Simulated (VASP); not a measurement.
# InSb (F-43m) in VASP: single point with LDA

Aim: the single point of InSb with LDA.

All numbers are computed with VASP 6.6.1; they aren't measurements. Logs are shortened: lines on timing, memory, paths and dates and some standing lists are left out, and cuts for length are marked.

**Experimental background.**

From “Electronic Structure and Epitaxy of CdTe Shells on InSb Nanowires”, 2021, arxiv:2111.05126, for a bulk crystal of InSb: band gap 0.24 eV.

The runs below are set against these values where they give the same quantity.

### Step 1. The cell of the first run

It takes space group F-43m (No. 216, cubic). Conventional cell: a = 6.478 Å, b = 6.478 Å, c = 6.478 Å, α = 90.00°, β = 90.00°, γ = 90.00°. Within 3.7 Å of In (site symmetry -43m) lie 4 Sb at 2.81 Å. Sb (site symmetry -43m) has 4 In at 2.81 Å within 3.7 Å.

### Step 2. Single point, LDA

INCAR

```
SYSTEM = InSb
PREC = Accurate
ENCUT = 520
EDIFF = 1E-6
ISMEAR = 0
SIGMA = 0.15
LREAL = .False.
LASPH = .True.
NELM = 100
ALGO = Normal
ISIF = 2
LWAVE = .False.
LCHARG = .True.
GGA = CA
LELF = .True.
LVHAR = .True.
NBANDS = 16
```

KPOINTS

```
Automatic mesh
0
Gamma
  12 12 12
  0 0 0
```

POSCAR

```
InSb
1.0
    0.0000000000      3.2391000000      3.2391000000
    3.2391000000      0.0000000000      3.2391000000
    3.2391000000      3.2391000000      0.0000000000
In Sb
1 1
Direct
    0.0000000000      0.0000000000      0.0000000000
    0.7500000000      0.7500000000      0.7500000000
```

Potentials or basis: VASP PAW LDA potentials, release 64 (In_d, Sb).

Launch:

```bash
$ cat potpaw_LDA.64/In_d/POTCAR potpaw_LDA.64/Sb/POTCAR > POTCAR
$ mpirun -np 1 vasp_std > vasp.out
```

OUTCAR:

```text
SYSTEM = InSb
   PREC = Accurate
   ENCUT = 520
   EDIFF = 1E-6
   ISMEAR = 0
   LREAL = .False.
   LASPH = .True.
   NELM = 100
   ISIF = 2
   GGA = CA

 ion  position               nearest neighbor table
   1  0.000  0.000  0.000-   2 2.81   2 2.81   2 2.81   2 2.81
   2  0.750  0.750  0.750-   1 2.81   1 2.81   1 2.81   1 2.81

  LATTYP: Found a face centered cubic cell.
 ALAT       =     6.4782000000

  Lattice vectors:

 A1 = (   0.0000000000,   3.2391000000,   3.2391000000)
 A2 = (   3.2391000000,   0.0000000000,   3.2391000000)
 A3 = (   3.2391000000,   3.2391000000,   0.0000000000)

Analysis of symmetry for initial positions (statically):
=====================================================================
 Subroutine PRICEL returns:
 Original cell was already a primitive cell.

 Routine SETGRP: Setting up the symmetry group for a
 face centered cubic supercell.

 Subroutine GETGRP returns: Found 24 space group operations
 (whereof 24 operations were pure point group operations)
 out of a pool of 48 trial point group operations.

The static configuration has the point symmetry T_d .

Analysis of symmetry for dynamics (positions and initial velocities):
=====================================================================
 Subroutine PRICEL returns:
 Original cell was already a primitive cell.

 Routine SETGRP: Setting up the symmetry group for a
 face centered cubic supercell.

 Subroutine GETGRP returns: Found 24 space group operations
 (whereof 24 operations were pure point group operations)
 out of a pool of 48 trial point group operations.

The dynamic configuration has the point symmetry T_d .

 Subroutine INISYM returns: Found 24 space group operations
 (whereof 24 operations are pure point group operations),
 and found     1 'primitive' translations

----------------------------------------------------------------------------------------

                                     Primitive cell

  volume of cell :      67.9678

  direct lattice vectors                    reciprocal lattice vectors
     0.000000000  3.239100000  3.239100000    -0.154363867  0.154363867  0.154363867
     3.239100000  0.000000000  3.239100000     0.154363867 -0.154363867  0.154363867
     3.239100000  3.239100000  0.000000000     0.154363867  0.154363867 -0.154363867

  length of vectors
     4.580779150  4.580779150  4.580779150     0.267366060  0.267366060  0.267366060

  position of ions in fractional coordinates (direct lattice)
[... 79 lines left out ...]
   EDIFF  = 0.1E-05   stopping-criterion for ELM
   LREAL  =      F    real-space projection
   EDIFFG = 0.1E-04   stopping-criterion for IOM
   NSW    =      0    number of steps for IOM
   IBRION =     -1    ionic relax: 0-MD 1-quasi-New 2-CG
   NFREE  =      0    steps in history (QN), initial steepest desc. (CG)
   ISIF   =      2    stress and relaxation
   ISYM   =      2    0-nonsym 1-usesym 2-fastsym
   POTIM  = 0.5000    time-step for ionic-motion
   TEBEG  =    0.0;   TEEND  =   0.0 temperature during run
   PSTRESS=    0.0 pullay stress
   NELECT =      18.0000    total number of electrons
   NUPDOWN=      -1.0000    fix difference up-down
   EMIN   =  10.00;   EMAX   =-10.00  energy-range for DOS
   EFERMI =   0.00;   METHOD = LEGACY
   ISMEAR =     0;   SIGMA  =   0.15  broadening in eV -4-tet -1-fermi 0-gaus
   EFERMI_NEDOS =   21; number of points for ismear=-14 and -15
   IALGO  =     38    algorithm
   IMIX   =      4    mixing-type and parameters
     AMIX     =   0.40;   BMIX     =  1.00
     AMIX_MAG =   1.60;   BMIX_MAG =  1.00
  volume/ion in A,a.u.               =      33.98       229.33
  Fermi-wavevector in a.u.,A,eV,Ry     =   1.051311  1.986690 15.037912  1.105255
  Thomas-Fermi vector in A             =   2.186349
   LORBIT       =      0    0 simple, 1 ext, 2 COOP (PROOUT), +10 PAW based schemes
   GGA     = CA    functional components
   LHFCALC =     F    Hartree Fock is set to
   AEXX    =    0.0000 exact exchange contribution
   IVDW    =     0    specifies the selected vdW correction
   LEPSILON=     F    determine dielectric tensor
   LRPA    =     F    only Hartree local field effects (RPA)
 non-spin polarized calculation
 Gauss-broadening in eV      SIGMA  =   0.15
  energy-cutoff  :      520.00
  volume of cell :       67.97
 maximum number of plane-waves:      1853
 NGX is ok and might be reduce to    36
   NGX = 17   NGY = 17   NGZ = 17

 number of electron      17.9999993 magnetization

 Free energy of the ion-electron system (eV)
  ---------------------------------------------------
  ext. energy  EPLUGINS =         0.00000000
  ---------------------------------------------------
  free energy    TOTEN  =        -8.21577128 eV

  energy without entropy =       -8.21551257  energy(sigma->0) =       -8.21564193

 E-fermi :   5.0043     XC(G=0):  -8.9944

 val. band max:        4.8925868174   @ k =   0.0000   0.0000   0.0000
 cond. band min:       5.3141762673   @ k =   0.5000   0.0000   0.0000
 fundamental gap:      0.4215894499
 Fermi energy:         5.0043414551

 k-point     1 :       0.0000    0.0000    0.0000
  band No.  band energies     occupation
      1      -9.6653      2.00000
      2      -9.6653      2.00000
      3      -9.6653      2.00000
      4      -9.5779      2.00000
      5      -9.5779      2.00000
      6      -5.8824      2.00000
[... 433 lines left out ...]
      3      -9.6400      2.00000
      4      -9.5796      2.00000
      5      -9.5769      2.00000
      6      -4.3576      2.00000
[... 8 lines left out ...]
     15      13.0784      0.00000
     16      13.3549      0.00000

 [... further k-points ...]

------------------------ aborting loop because EDIFF is reached ----------------------------------------

  FORCE on cell =-STRESS in cart. coord.  units (eV):
  Direction    XX          YY          ZZ          XY          YZ          ZX
  --------------------------------------------------------------------------------------
  -------------------------------------------------------------------------------------
  Total       -0.2192979     -0.2192979     -0.2192979      0.0000000      0.0000000     -0.0000000
  in kB       -5.1694210     -5.1694210     -5.1694210      0.0000000      0.0000000     -0.0000000
  external PRESSURE =      -5.1694210 kB  Pullay stress =       0.0000000 kB

 VOLUME and BASIS-vectors are now :
 -----------------------------------------------------------------------------
  energy-cutoff  :      520.00
  volume of cell :       67.97
      direct lattice vectors                 reciprocal lattice vectors
     0.000000000  3.239100000  3.239100000    -0.154363867  0.154363867  0.154363867
     3.239100000  0.000000000  3.239100000     0.154363867 -0.154363867  0.154363867
     3.239100000  3.239100000  0.000000000     0.154363867  0.154363867 -0.154363867

 POSITION                                       TOTAL-FORCE (eV/Angst)
 -----------------------------------------------------------------------------------
      0.00000      0.00000      0.00000         0.000000     -0.000000     -0.000000
      4.85865      4.85865      4.85865        -0.000000      0.000000      0.000000
 -----------------------------------------------------------------------------------
    total drift:                               -0.000000     -0.000000     -0.000000

  FREE ENERGIE OF THE ION-ELECTRON SYSTEM (eV)
  ---------------------------------------------------
  free  energy   TOTEN  =        -8.2157712769 eV

  energy  without entropy=       -8.2155125739  energy(sigma->0) =       -8.21564193
```

stdout:

```text
POSCAR found type information on POSCAR InSb
 POSCAR found :  2 types and       2 ions
 scaLAPACK will be used
 LDA part: xc-table for (Slater(with rela. corr.)+CA(PZ))
 , standard interpolation
 POSCAR, INCAR and KPOINTS ok, starting setup
 FFT: planning ... GRIDC
 FFT: planning ... GRID_SOFT
 FFT: planning ... GRID
 WAVECAR not read
 entering main loop
```

Run time: 24 s. Hardware: 1 thread of Intel Xeon 6975P-C (Granite Rapids), shared host; peak memory 0.22 GiB.

What came out:

| Item | Value |
| --- | --- |
| Free energy | -8.2158 eV |
| Pressure | -0.5 GPa |
| Band gap on the k mesh | zero (filled and empty bands touch) |

Levels at points of the mesh, in eV from the Fermi level:
| k point | band 5 | band 6 | band 7 | band 8 | band 9 | band 10 | band 11 | band 12 | band 13 | band 14 |
| --- | --- | --- | --- | --- | --- | --- | --- | --- | --- | --- |
| (0.00, 0.00, 0.00) | -14.58 | -10.89 | -0.48 | -0.11 | -0.11 | -0.11 | 2.80 | 2.80 | 2.80 | 5.43 |
| (0.50, 0.00, 0.00) | -14.58 | -9.52 | -5.79 | -1.13 | -1.13 | 0.31 | 3.65 | 3.65 | 5.83 | 8.01 |
| (0.50, 0.50, 0.00) | -14.57 | -8.91 | -6.09 | -2.39 | -2.39 | 1.14 | 1.14 | 7.93 | 7.93 | 8.54 |

Caveat: spin-orbit coupling is left out, which moves the levels of the heavy elements.

### Step 3. Against experiment

Step 2. A measured gap of InSb is 0.24 eV (quoted in “Electronic Structure and Epitaxy of CdTe Shells on InSb Nanowires”, 2021, arxiv:2111.05126); the calculated 0.00 eV misses it by -0.24 eV. Spin-orbit coupling on In, Sb is left out. The value is that of LDA on a finite k mesh, which can miss the band edges, without temperature or zero-point motion. Semilocal functionals fall short of measured gaps as a rule.
